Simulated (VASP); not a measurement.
# O (C2/m) in VASP: electric field gradients with PBEsol

Aim: the electric field gradients of O with PBEsol.

Everything below comes from runs of VASP 6.6.1. Logs are shortened: lines on timing, memory, paths and dates and some standing lists are left out, and cuts for length are marked.

## Step 1: The cell of the first run

Symmetry: C2/m, No. 12, monoclinic system. The conventional cell has a = 4.335 Å, b = 2.503 Å, c = 4.055 Å, α = 90.00°, β = 90.00°, γ = 90.00°. Within 1.9 Å of O (site symmetry m) lie 1 O at 1.44 Å.

## Step 2: Electric field gradients, PBEsol (shortest bond scaled by 0.58)

Input file INCAR:

```
SYSTEM = O
PREC = Accurate
ENCUT = 520
EDIFF = 1E-8
ISMEAR = -1
SIGMA = 0.05
LREAL = .False.
LASPH = .True.
NELM = 60
ALGO = Normal
ISIF = 2
LWAVE = .False.
LCHARG = .False.
GGA = PS
LEFG = .True.
NBANDS = 13
```

Input file KPOINTS:

```
regular mesh
0
Gamma
  14 14 8
  0 0 0
```

Input file POSCAR:

```
O
1.0
    2.5029894065      0.0000000000      0.0000000000
   -1.2514947032      2.1676524114      0.0000000000
    0.0000000000      0.0000000000      4.0548428385
O
2
Direct
    0.1933333333      0.5966666667      0.1450000000
    0.8066666667      0.4033333333      0.8550000000
```

Potentials or basis: VASP PAW PBE potentials, release 64 (O).

Run with:

```sh
> cat potpaw_PBE.64/O/POTCAR > POTCAR
> mpirun -np 1 vasp_std > vasp.out
```

OUTCAR:

```text
SYSTEM = O
   PREC = Accurate
   ENCUT = 520
   EDIFF = 1E-8
   ISMEAR = -1
   LREAL = .False.
   LASPH = .True.
   NELM = 60
   ISIF = 2
   GGA = PS

 ion  position               nearest neighbor table
   1  0.193  0.597  0.145-   2 1.44
   2  0.807  0.403  0.855-   1 1.44

  LATTYP: Found a hexagonal cell.
 ALAT       =     2.5029894065
 C/A-ratio  =     1.6200000000

  Lattice vectors:

 A1 = (   2.5029894065,   0.0000000000,   0.0000000000)
 A2 = (  -1.2514947032,   2.1676524114,   0.0000000000)
 A3 = (   0.0000000000,   0.0000000000,   4.0548428385)

Analysis of symmetry for initial positions (statically):
=====================================================================
 Subroutine PRICEL returns:
 Original cell was already a primitive cell.

 Routine SETGRP: Setting up the symmetry group for a
 hexagonal supercell.

 Subroutine GETGRP returns: Found  4 space group operations
 (whereof  4 operations were pure point group operations)
 out of a pool of 24 trial point group operations.

The static configuration has the point symmetry C_2h.

Analysis of symmetry for dynamics (positions and initial velocities):
=====================================================================
 Subroutine PRICEL returns:
 Original cell was already a primitive cell.

 Routine SETGRP: Setting up the symmetry group for a
 hexagonal supercell.

 Subroutine GETGRP returns: Found  4 space group operations
 (whereof  4 operations were pure point group operations)
 out of a pool of 24 trial point group operations.

The dynamic configuration has the point symmetry C_2h.

 Subroutine INISYM returns: Found  4 space group operations
 (whereof  4 operations are pure point group operations),
 and found     1 'primitive' translations

----------------------------------------------------------------------------------------

                                     Primitive cell

  volume of cell :      22.0000

  direct lattice vectors                    reciprocal lattice vectors
     2.502989406  0.000000000  0.000000000     0.399522266  0.230664288  0.000000000
    -1.251494703  2.167652411  0.000000000     0.000000000  0.461328576  0.000000000
     0.000000000  0.000000000  4.054842838     0.000000000  0.000000000  0.246618683

  length of vectors
     2.502989406  2.502989406  4.054842838     0.461328576  0.461328576  0.246618683

  position of ions in fractional coordinates (direct lattice)
     0.193333333  0.596666667  0.145000000
     0.806666667  0.403333333  0.855000000

  ion indices of the primitive-cell ions
   primitive index   ion index
                 1           1
                 2           2

----------------------------------------------------------------------------------------

 KPOINTS: regular mesh

Automatic generation of k-mesh.
 Grid dimensions read from file:
 generate k-points for:   14   14    8

 Generating k-lattice:

  Cartesian coordinates                     Fractional coordinates (reciprocal lattice)
     0.028537305  0.016476021  0.000000000     0.071428571  0.000000000  0.000000000
     0.000000000  0.032952041  0.000000000     0.000000000  0.071428571  0.000000000
     0.000000000  0.000000000  0.030827335     0.000000000  0.000000000  0.125000000

  Length of vectors
     0.032952041  0.032952041  0.030827335

  Shift w.r.t. Gamma in fractional coordinates (k-lattice)
     0.000000000  0.000000000  0.000000000

 Subroutine IBZKPT returns following result:
 ===========================================

 Found    429 irreducible k-points:

 Following reciprocal coordinates:
            Coordinates               Weight
  0.000000  0.000000  0.000000      1.000000
  0.071429  0.000000  0.000000      2.000000
  0.000000  0.071429  0.000000      4.000000
  0.142857  0.000000  0.000000      2.000000
  0.000000  0.142857  0.000000      4.000000
  0.214286  0.000000  0.000000      2.000000
[... 16 lines left out ...]
 -0.285714  0.214286  0.000000      4.000000
  0.285714  0.071429  0.000000      4.000000
 [... further k-points ...]
   k-points           NKPTS =    429   k-points in BZ     NKDIM =    429   number of bands    NBANDS=     13
   number of dos      NEDOS =    301   number of ions     NIONS =      2
   total plane-waves  NPLWV =  12000
   dimension x,y,z NGX =    20 NGY =   20 NGZ =   30
   dimension x,y,z NGXF=    40 NGYF=   40 NGZF=   60
   ions per type =               2
   NGX,Y,Z   is equivalent  to a cutoff of  13.28, 13.28, 12.30 a.u.
   NGXF,Y,Z  is equivalent  to a cutoff of  26.57, 26.57, 24.60 a.u.
 SYSTEM =  O
   PREC   = accura    normal or accurate (medium, high low for compatibility)
   ISTART =      0    job   : 0-new  1-cont  2-samecut
   ICHARG =      2    charge: 1-file 2-atom 10-const
   ISPIN  =      1    spin polarized calculation?
   LNONCOLLINEAR =      F non collinear calculations
   LSORBIT =      F    spin-orbit coupling
   LASPH  =      T    aspherical Exc in radial PAW
   ENCUT  =  520.0 eV  38.22 Ry    6.18 a.u.   4.65  4.65  7.54*2*pi/ulx,y,z
   NELM   =     60;   NELMIN=  2; NELMDL= -5     # of ELM steps
   EDIFF  = 0.1E-07   stopping-criterion for ELM
   LREAL  =      F    real-space projection
   EDIFFG = 0.1E-06   stopping-criterion for IOM
   NSW    =      0    number of steps for IOM
   IBRION =     -1    ionic relax: 0-MD 1-quasi-New 2-CG
   NFREE  =      0    steps in history (QN), initial steepest desc. (CG)
   ISIF   =      2    stress and relaxation
   ISYM   =      2    0-nonsym 1-usesym 2-fastsym
   POTIM  = 0.5000    time-step for ionic-motion
   TEBEG  =    0.0;   TEEND  =   0.0 temperature during run
   PSTRESS=    0.0 pullay stress
   NELECT =      12.0000    total number of electrons
   NUPDOWN=      -1.0000    fix difference up-down
   EMIN   =  10.00;   EMAX   =-10.00  energy-range for DOS
   EFERMI =   0.00;   METHOD = LEGACY
   ISMEAR =    -1;   SIGMA  =   0.05  broadening in eV -4-tet -1-fermi 0-gaus
   EFERMI_NEDOS =   21; number of points for ismear=-14 and -15
   IALGO  =     38    algorithm
   IMIX   =      4    mixing-type and parameters
     AMIX     =   0.40;   BMIX     =  1.00
     AMIX_MAG =   1.60;   BMIX_MAG =  1.00
  volume/ion in A,a.u.               =      11.00        74.23
  Fermi-wavevector in a.u.,A,eV,Ry     =   1.337604  2.527706 24.343347  1.789186
  Thomas-Fermi vector in A             =   2.466140
   LORBIT       =      0    0 simple, 1 ext, 2 COOP (PROOUT), +10 PAW based schemes
   GGA     = PS    functional components
   LHFCALC =     F    Hartree Fock is set to
   AEXX    =    0.0000 exact exchange contribution
   IVDW    =     0    specifies the selected vdW correction
   LEPSILON=     F    determine dielectric tensor
   LRPA    =     F    only Hartree local field effects (RPA)
 non-spin polarized calculation
  energy-cutoff  :      520.00
  volume of cell :       22.00
 maximum number of plane-waves:       606
   NGX =  9   NGY =  9   NGZ = 15

 number of electron      12.0000004 magnetization

 Free energy of the ion-electron system (eV)
  ---------------------------------------------------
  ext. energy  EPLUGINS =         0.00000000
  ---------------------------------------------------
  free energy    TOTEN  =        -8.07527285 eV

  energy without entropy =       -8.04925787  energy(sigma->0) =       -8.06226536

 E-fermi :  -0.2235     XC(G=0):  -9.8774

 val. band max:       -0.2248722627   @ k =  -0.0714   0.4286   0.3750
 cond. band min:      -0.2226088425   @ k =   0.3571   0.2143   0.0000
 fundamental gap:      0.0022634202
 Fermi energy:        -0.2234602131

 k-point     1 :       0.0000    0.0000    0.0000
  band No.  band energies     occupation
      1     -23.3916      2.00000
      2     -14.8378      2.00000
      3      -6.4500      2.00000
      4      -1.8063      2.00000
      5      -1.6674      2.00000
      6      -1.3691      2.00000
      7       0.4799      0.00000
      8       5.2296      0.00000
      9      10.0682      0.00000
     10      17.6570      0.00000
     11      18.3752      0.00000
     12      26.6928      0.00000
     13      27.8111      0.00000
[... 353 lines left out ...]
 k-point    24 :       0.2857    0.0714    0.0000
  band No.  band energies     occupation
      1     -21.9379      2.00000
      2     -14.9365      2.00000
      3      -6.8710      2.00000
      4      -5.0449      2.00000
      5      -3.3605      2.00000
      6      -0.5040      1.99271
      7       0.8073      0.00000
      8       4.4153      0.00000
      9      12.9543      0.00000
     10      16.7581      0.00000
     11      18.8568      0.00000
     12      22.2102      0.00000
     13      25.0570      0.00000

 [... further k-points ...]

------------------------ aborting loop because EDIFF is reached ----------------------------------------

  FORCE on cell =-STRESS in cart. coord.  units (eV):
  Direction    XX          YY          ZZ          XY          YZ          ZX
  --------------------------------------------------------------------------------------
  -------------------------------------------------------------------------------------
  Total        1.4854616      0.8537933     -7.1893869      0.5470407     -2.4894915     -4.3119261
  in kB      108.1805832     62.1785613   -523.5760328     39.8389196   -181.3003089   -314.0213726
  external PRESSURE =    -117.7389628 kB  Pullay stress =       0.0000000 kB

 VOLUME and BASIS-vectors are now :
 -----------------------------------------------------------------------------
  energy-cutoff  :      520.00
  volume of cell :       22.00
      direct lattice vectors                 reciprocal lattice vectors
     2.502989406  0.000000000  0.000000000     0.399522266  0.230664288  0.000000000
    -1.251494703  2.167652411  0.000000000     0.000000000  0.461328576  0.000000000
     0.000000000  0.000000000  4.054842838     0.000000000  0.000000000  0.246618683

 POSITION                                       TOTAL-FORCE (eV/Angst)
 -----------------------------------------------------------------------------------
     -0.26281      1.29337      0.58795        -3.596816     -2.076623     -5.788512
      1.51431      0.87429      3.46689         3.596816      2.076623      5.788512
 -----------------------------------------------------------------------------------
    total drift:                                0.000000      0.000000     -0.000000

  FREE ENERGIE OF THE ION-ELECTRON SYSTEM (eV)
  ---------------------------------------------------
  free  energy   TOTEN  =        -8.0752728452 eV

  energy  without entropy=       -8.0492578732  energy(sigma->0) =       -8.06226536

 Electric field gradients (V/A^2)
---------------------------------------------------------------------
 ion       V_xx      V_yy      V_zz      V_xy      V_xz      V_yz
---------------------------------------------------------------------
   1     -29.019   -68.171    97.190    33.909   107.517    62.075
   2     -29.019   -68.171    97.190    33.909   107.517    62.075
---------------------------------------------------------------------

 Electric field gradients after diagonalization (V/A^2)
 (convention: |V_zz| > |V_xx| > |V_yy|)
----------------------------------------------------------------------
 ion       V_xx      V_yy      V_zz     asymmetry (V_yy - V_xx)/ V_zz
----------------------------------------------------------------------
   1     -91.240   -87.749   178.989       0.019
   2     -91.240   -87.749   178.989       0.019
----------------------------------------------------------------------

           NMR quadrupolar parameters

 Cq : quadrupolar parameter    Cq=e*Q*V_zz/h
 eta: asymmetry parameters     (V_yy - V_xx)/ V_zz
 Q  : nuclear electric quadrupole moment in mb (millibarn)
----------------------------------------------------------------------
 ion       Cq(MHz)       eta       Q (mb)
----------------------------------------------------------------------
   1       0.433       0.019       1.000
   2       0.433       0.019       1.000
----------------------------------------------------------------------
```

It took 49 s on 1 thread of Intel Xeon 6975P-C (Granite Rapids), shared host; peak memory 0.2 GiB.

Results:

```
Free energy                             : -8.0753 eV
Pressure                                : -11.8 GPa
Largest force                           : 7.124 eV/Å
Band gap on the k mesh                  : zero (bands 6 and 7 overlap by 0.69 eV)
Largest electric field gradient by atom : O +179.0 V/Å²
```

Forces in eV/Å, atoms in the order of the input:
```
O   -3.597 -2.077 -5.789
O    3.597  2.077  5.789
```

Stress tensor (GPa, compression positive):
```
 10.82   3.98 -31.40
  3.98   6.22 -18.13
-31.40 -18.13 -52.36
```

Electric field gradients, principal values (V/Å²):
| atom | least | middle | greatest (by size) |
| --- | --- | --- | --- |
| 1 O | -87.749 | -91.240 | 178.989 |
| 2 O | -87.749 | -91.240 | 178.989 |

Caveat: the cell differs from its parent crystal (shortest bond scaled by 0.58); the stress differs along the axes, from -52 to 11 GPa; without QUAD_EFG the Cq values of the log hold for a quadrupole moment of 1 mb, not for the nuclei; the PAW data sets were made with another functional, which shifts forces and pressure a little.
